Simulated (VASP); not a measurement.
Wanted: the native input for a VASP 6.6.1 run.

| Item | Value |
| --- | --- |
| Task | relaxation of cell and atoms |
| Functional | PBEsol |
| Potentials or basis | VASP PAW PBE potentials, release 64 (Li_sv) |
| Cutoff | 600 eV |
| k mesh | 20 × 20 × 20 |
| Occupations | fermi-dirac, width 0.08 eV |
| Spin | no spin polarisation |
| Target pressure | 28 GPa |
| Dipole correction | no |
| Further INCAR settings | ALGO = Normal; EDIFF = 1e-06; IBRION = 2; EDIFFG = -0.005; NSW = 32; ISIF = 3 |

The structure of Li lies in POSCAR:

```
Li
1.0
   -1.3739000536      1.3739000536      1.3739000536
    1.3739000536     -1.3739000536      1.3739000536
    1.3739000536      1.3739000536     -1.3739000536
Li
1
Direct
    0.0000000000      0.0000000000      0.0000000000
```

The input as run:

INCAR

```
SYSTEM = Li
  PREC = Accurate
  ENCUT = 600
  EDIFF = 1E-6
  ISMEAR = -1
  SIGMA = 0.08
  LREAL = .FALSE.
  LASPH = .TRUE.
  NELM = 80
  ALGO = Normal
  ISIF = 3
  LWAVE = .FALSE.
  LCHARG = .FALSE.
  GGA = PS
  IBRION = 2
  NSW = 32
  EDIFFG = -0.005
  PSTRESS = 280.0
```

KPOINTS

```
regular mesh
0
G
  20 20 20
  0 0 0
```

Potentials or basis: VASP PAW PBE potentials, release 64 (Li_sv).

Command:

```bash
$ cat potpaw_PBE.64/Li_sv/POTCAR > POTCAR
$ mpirun -np 1 vasp_std > vasp.out
```

It gave:

| Item | Value |
| --- | --- |
| Relaxed volume | 10.34 Å³/atom |
| Relaxed cell | a = 2.377 Å, b = 2.377 Å, c = 2.377 Å, α = 109.47°, β = 109.47°, γ = 109.47° |
| Space group after relaxing (to 0.05 Å) | Im-3m (No. 229) |
| Energy change on relaxing (the enthalpy is what falls) | +5.3 meV/atom |
| Ionic steps | 2 |
| Pressure after relaxing | 27.9 GPa |

Caveat: the cutoff is under 1.25 times the usual one of these potentials, so pressure, stress and relaxed cells hold a basis-set (Pulay) error; the cell is relaxed towards a set pressure, so the enthalpy falls and the energy may rise; the PAW data sets were made with another functional, which shifts forces and pressure a little.

Run time: 6.7 s on 1 thread of Intel(R) Xeon(R) 6975P-C (Granite Rapids), on a shared host, peak memory 0.12 GiB.
